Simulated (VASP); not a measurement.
# Ir (P6_3/mmc) in VASP: notebook

Runs on Ir. Level: PBE. Tasks: single point.

Program: VASP 6.6.1. These are calculated values, not measurements. Logs are shortened: lines on timing, memory, paths and dates and some standing lists are left out, and cuts for length are marked.

**1. The cell of the first run**

The structure is hexagonal, space group P6_3/mmc (No. 194). Conventional cell: a = 2.739 Å, b = 2.739 Å, c = 8.950 Å, α = 90.00°, β = 90.00°, γ = 120.00°. Within 3.6 Å of Ir (site symmetry -3m) lie 12 Ir at 2.74 Å. Ir (site symmetry -6m2) has 12 Ir at 2.74 Å within 3.6 Å.

**2. Single point, PBE**

The input, INCAR:

```
ALGO = Normal ; EDIFF = 1E-6
ENCUT = 520 ; GGA = PE
ISIF = 2 ; ISMEAR = -1
LASPH = True ; LCHARG = True
LELF = True ; LREAL = False
LVHAR = True ; LWAVE = False
NBANDS = 26 ; NELM = 60
PREC = Accurate ; SIGMA = 0.1
```

The input, KPOINTS:

```
k-points
0
Gamma
  15 15 4
```

The input, POSCAR:

```
Ir
1.0
    2.7394554273      0.0000000000      0.0000000000
   -1.3697277137      2.3724379926      0.0000000000
    0.0000000000      0.0000000000      8.9495605067
Ir
4
Direct
    1.0000000000      1.0000000000      0.0000000000
    1.0000000000      1.0000000000      0.5000000000
    0.3333333333      0.6666666667      0.2500000000
    0.6666666667      0.3333333333      0.7500000000
```

Potentials or basis: VASP PAW PBE potentials, release 64 (Ir).

Launch:

```sh
$ cat potpaw_PBE.64/Ir/POTCAR > POTCAR
$ mpirun -np 1 vasp_std > vasp.out
```

OUTCAR:

```text
EDIFF = 1E-6
   ENCUT = 520
   GGA = PE
   ISIF = 2
   ISMEAR = -1
   LASPH = True
   LREAL = False
   NELM = 60
   PREC = Accurate

 ion  position               nearest neighbor table
   1  0.000  0.000  0.000-   3 2.74   4 2.74   4 2.74   3 2.74   4 2.74   3 2.74
   2  0.000  0.000  0.500-   3 2.74   4 2.74   4 2.74   3 2.74   4 2.74   3 2.74
   3  0.333  0.667  0.250-   1 2.74   2 2.74   1 2.74   2 2.74   1 2.74   2 2.74
   4  0.667  0.333  0.750-   1 2.74   2 2.74   1 2.74   2 2.74   1 2.74   2 2.74

  LATTYP: Found a hexagonal cell.
 ALAT       =     2.7394554273
 C/A-ratio  =     3.2669122547

  Lattice vectors:

 A1 = (   2.7394554273,   0.0000000000,   0.0000000000)
 A2 = (  -1.3697277137,   2.3724379926,   0.0000000000)
 A3 = (   0.0000000000,   0.0000000000,   8.9495605067)

Analysis of symmetry for initial positions (statically):
=====================================================================
 Subroutine PRICEL returns:
 Original cell was already a primitive cell.

 Routine SETGRP: Setting up the symmetry group for a
 hexagonal supercell.

 Subroutine GETGRP returns: Found 24 space group operations
 (whereof 12 operations were pure point group operations)
 out of a pool of 24 trial point group operations.

The static configuration has the point symmetry D_3d.
 The point group associated with its full space group is D_6h.

Analysis of symmetry for dynamics (positions and initial velocities):
=====================================================================
 Subroutine PRICEL returns:
 Original cell was already a primitive cell.

 Routine SETGRP: Setting up the symmetry group for a
 hexagonal supercell.

 Subroutine GETGRP returns: Found 24 space group operations
 (whereof 12 operations were pure point group operations)
 out of a pool of 24 trial point group operations.

The dynamic configuration has the point symmetry D_3d.
 The point group associated with its full space group is D_6h.

 Subroutine INISYM returns: Found 24 space group operations
 (whereof 12 operations are pure point group operations),
 and found     1 'primitive' translations

----------------------------------------------------------------------------------------

                                     Primitive cell

  volume of cell :      58.1649

  direct lattice vectors                    reciprocal lattice vectors
     2.739455427  0.000000000  0.000000000     0.365036054  0.210753664  0.000000000
    -1.369727714  2.372437993  0.000000000     0.000000000  0.421507328  0.000000000
     0.000000000  0.000000000  8.949560507     0.000000000  0.000000000  0.111737330

  length of vectors
     2.739455427  2.739455427  8.949560507     0.421507328  0.421507328  0.111737330

  position of ions in fractional coordinates (direct lattice)
     0.000000000  0.000000000  0.000000000
     0.000000000  0.000000000  0.500000000
     0.333333333  0.666666667  0.250000000
     0.666666667  0.333333333  0.750000000

  ion indices of the primitive-cell ions
   primitive index   ion index
                 1           1
                 2           2
                 3           3
                 4           4

----------------------------------------------------------------------------------------

 KPOINTS: k-points

Automatic generation of k-mesh.
 Grid dimensions read from file:
 generate k-points for:   15   15    4

 Generating k-lattice:

  Cartesian coordinates                     Fractional coordinates (reciprocal lattice)
     0.024335737  0.014050244  0.000000000     0.066666667  0.000000000  0.000000000
     0.000000000  0.028100489  0.000000000     0.000000000  0.066666667  0.000000000
     0.000000000  0.000000000  0.027934333     0.000000000  0.000000000  0.250000000

  Length of vectors
     0.028100489  0.028100489  0.027934333

  Shift w.r.t. Gamma in fractional coordinates (k-lattice)
     0.000000000  0.000000000  0.000000000

 Subroutine IBZKPT returns following result:
 ===========================================

 Found     81 irreducible k-points:

 Following reciprocal coordinates:
            Coordinates               Weight
  0.000000  0.000000  0.000000      1.000000
  0.066667  0.000000  0.000000      6.000000
  0.133333 -0.000000  0.000000      6.000000
  0.200000  0.000000  0.000000      6.000000
  0.266667 -0.000000  0.000000      6.000000
  0.333333  0.000000  0.000000      6.000000
[... 16 lines left out ...]
  0.333333  0.200000  0.000000     12.000000
  0.400000  0.200000  0.000000      6.000000
 [... further k-points ...]
   k-points           NKPTS =     81   k-points in BZ     NKDIM =     81   number of bands    NBANDS=     26
   number of dos      NEDOS =    301   number of ions     NIONS =      4
   total plane-waves  NPLWV =  28000
   dimension x,y,z NGX =    20 NGY =   20 NGZ =   70
   dimension x,y,z NGXF=    40 NGYF=   40 NGZF=  140
   ions per type =               4
   NGX,Y,Z   is equivalent  to a cutoff of  12.14, 12.14, 13.00 a.u.
   NGXF,Y,Z  is equivalent  to a cutoff of  24.27, 24.27, 26.01 a.u.
 SYSTEM =  unknown system
   PREC   = accura    normal or accurate (medium, high low for compatibility)
   ISTART =      0    job   : 0-new  1-cont  2-samecut
   ICHARG =      2    charge: 1-file 2-atom 10-const
   ISPIN  =      1    spin polarized calculation?
   LNONCOLLINEAR =      F non collinear calculations
   LSORBIT =      F    spin-orbit coupling
   LASPH  =      T    aspherical Exc in radial PAW
   ENCUT  =  520.0 eV  38.22 Ry    6.18 a.u.   5.09  5.09 16.64*2*pi/ulx,y,z
   NELM   =     60;   NELMIN=  2; NELMDL= -5     # of ELM steps
   EDIFF  = 0.1E-05   stopping-criterion for ELM
   LREAL  =      F    real-space projection
   EDIFFG = 0.1E-04   stopping-criterion for IOM
   NSW    =      0    number of steps for IOM
   IBRION =     -1    ionic relax: 0-MD 1-quasi-New 2-CG
   NFREE  =      0    steps in history (QN), initial steepest desc. (CG)
   ISIF   =      2    stress and relaxation
   ISYM   =      2    0-nonsym 1-usesym 2-fastsym
   POTIM  = 0.5000    time-step for ionic-motion
   TEBEG  =    0.0;   TEEND  =   0.0 temperature during run
   PSTRESS=    0.0 pullay stress
   NELECT =      36.0000    total number of electrons
   NUPDOWN=      -1.0000    fix difference up-down
   EMIN   =  10.00;   EMAX   =-10.00  energy-range for DOS
   EFERMI =   0.00;   METHOD = LEGACY
   ISMEAR =    -1;   SIGMA  =   0.10  broadening in eV -4-tet -1-fermi 0-gaus
   EFERMI_NEDOS =   21; number of points for ismear=-14 and -15
   IALGO  =     38    algorithm
   IMIX   =      4    mixing-type and parameters
     AMIX     =   0.40;   BMIX     =  1.00
     AMIX_MAG =   1.60;   BMIX_MAG =  1.00
  volume/ion in A,a.u.               =      14.54        98.13
  Fermi-wavevector in a.u.,A,eV,Ry     =   1.395154  2.636458 26.483113  1.946454
  Thomas-Fermi vector in A             =   2.518633
   LORBIT       =      0    0 simple, 1 ext, 2 COOP (PROOUT), +10 PAW based schemes
   GGA     = PE    functional components
   LHFCALC =     F    Hartree Fock is set to
   AEXX    =    0.0000 exact exchange contribution
   IVDW    =     0    specifies the selected vdW correction
   LEPSILON=     F    determine dielectric tensor
   LRPA    =     F    only Hartree local field effects (RPA)
 non-spin polarized calculation
  energy-cutoff  :      520.00
  volume of cell :       58.16
 maximum number of plane-waves:      1584
   NGX = 11   NGY = 11   NGZ = 33

 number of electron      36.0000001 magnetization

 Free energy of the ion-electron system (eV)
  ---------------------------------------------------
  ext. energy  EPLUGINS =         0.00000000
  ---------------------------------------------------
  free energy    TOTEN  =       -35.33992072 eV

  energy without entropy =      -35.20763003  energy(sigma->0) =      -35.27377538

 E-fermi :   9.9515     XC(G=0): -13.8250

 val. band max:        9.9504061139   @ k =   0.2667  -0.0000   0.2500
 cond. band min:       9.9531314448   @ k =   0.3333   0.3333   0.0000
 fundamental gap:      0.0027253309
 Fermi energy:         9.9514615897

 k-point     1 :       0.0000    0.0000    0.0000
  band No.  band energies     occupation
      1      -0.8902      2.00000
      2       1.2572      2.00000
      3       1.2907      2.00000
      4       2.1217      2.00000
      5       5.7170      2.00000
      6       5.7558      2.00000
[... 18 lines left out ...]
     25      16.8476      0.00000
     26      22.9142      0.00000

 k-point     2 :       0.0667    0.0000    0.0000
  band No.  band energies     occupation
      1      -0.7195      2.00000
      2       1.4192      2.00000
      3       1.4523      2.00000
      4       2.2780      2.00000
      5       5.4985      2.00000
      6       5.6448      2.00000
[... 18 lines left out ...]
     25      16.7953      0.00000
     26      23.1553      0.00000

 k-point     3 :       0.1333   -0.0000    0.0000
  band No.  band energies     occupation
      1      -0.2268      2.00000
      2       1.8620      2.00000
      3       1.8941      2.00000
      4       2.7061      2.00000
      5       5.0757      2.00000
      6       5.3678      2.00000
[... 18 lines left out ...]
     25      16.6497      0.00000
     26      23.7024      0.00000

 k-point     4 :       0.2000    0.0000    0.0000
  band No.  band energies     occupation
      1       0.5220      2.00000
      2       2.4144      2.00000
      3       2.4451      2.00000
      4       3.2423      2.00000
      5       4.6935      2.00000
      6       5.0219      2.00000
[... 18 lines left out ...]
     25      16.4590      0.00000
     26      23.7413      0.00000
[... 496 lines left out ...]
      1       3.1293      2.00000
      2       3.2457      2.00000
      3       3.6328      2.00000
      4       4.0496      2.00000
      5       4.0737      2.00000
      6       4.5865      2.00000
[... 18 lines left out ...]
     25      18.2121      0.00000
     26      18.9453      0.00000

 k-point    23 :       0.3333    0.2000    0.0000
  band No.  band energies     occupation
      1       3.0963      2.00000
      2       3.1073      2.00000
      3       3.8225      2.00000
      4       4.2060      2.00000
      5       4.2903      2.00000
      6       4.5315      2.00000
[... 18 lines left out ...]
     25      17.4993      0.00000
     26      18.3203      0.00000

 k-point    24 :       0.4000    0.2000    0.0000
  band No.  band energies     occupation
      1       3.0428      2.00000
      2       3.0765      2.00000
      3       3.7520      2.00000
      4       4.3985      2.00000
      5       4.4558      2.00000
      6       4.6431      2.00000
[... 18 lines left out ...]
     25      16.9608      0.00000
     26      17.3900      0.00000

 [... further k-points ...]
[... 5 lines left out ...]
  --------------------------------------------------------------------------------------
  -------------------------------------------------------------------------------------
  Total        0.1191876      0.1191876      0.1135367     -0.0000000      0.0000000      0.0000000
  in kB        3.2830744      3.2830744      3.1274182     -0.0000000      0.0000000      0.0000000
  external PRESSURE =       3.2311890 kB  Pullay stress =       0.0000000 kB

 VOLUME and BASIS-vectors are now :
 -----------------------------------------------------------------------------
  energy-cutoff  :      520.00
  volume of cell :       58.16
      direct lattice vectors                 reciprocal lattice vectors
     2.739455427  0.000000000  0.000000000     0.365036054  0.210753664  0.000000000
    -1.369727714  2.372437993  0.000000000     0.000000000  0.421507328  0.000000000
     0.000000000  0.000000000  8.949560507     0.000000000  0.000000000  0.111737330

 POSITION                                       TOTAL-FORCE (eV/Angst)
 -----------------------------------------------------------------------------------
      0.00000      0.00000      0.00000         0.000000      0.000000      0.000000
      0.00000      0.00000      4.47478         0.000000      0.000000      0.000000
     -0.00000      1.58163      2.23739        -0.000000      0.000000      0.000000
      1.36973      0.79081      6.71217        -0.000000      0.000000     -0.000000
 -----------------------------------------------------------------------------------
    total drift:                                0.000000     -0.000000      0.000000

  FREE ENERGIE OF THE ION-ELECTRON SYSTEM (eV)
  ---------------------------------------------------
  free  energy   TOTEN  =       -35.3399207169 eV

  energy  without entropy=      -35.2076300346  energy(sigma->0) =      -35.27377538
```

It took 2.4 min on 1 thread of Intel Xeon 8259CL, shared host; peak memory 0.23 GiB.

Results:

* Free energy: -35.3399 eV
* Pressure: 0.3 GPa
* Band gap on the k mesh: zero (band 18 reaches 10.89 eV, above the bottom of band 19 at 8.47 eV)

Levels at points of the mesh, in eV from the Fermi level:
```csv
k point,band 15,band 16,band 17,band 18,band 19,band 20,band 21,band 22
"(0.00, 0.00, 0.00)",-3.18,-1.72,-1.72,-0.99,-0.99,-0.71,-0.34,-0.34
"(0.00, 0.00, 0.50)",-2.60,-2.60,-1.33,-1.33,-1.33,-1.33,0.20,0.20
```

Caveat: spin-orbit coupling is left out, which moves the levels of the heavy elements.

[end of part 1 of 2]
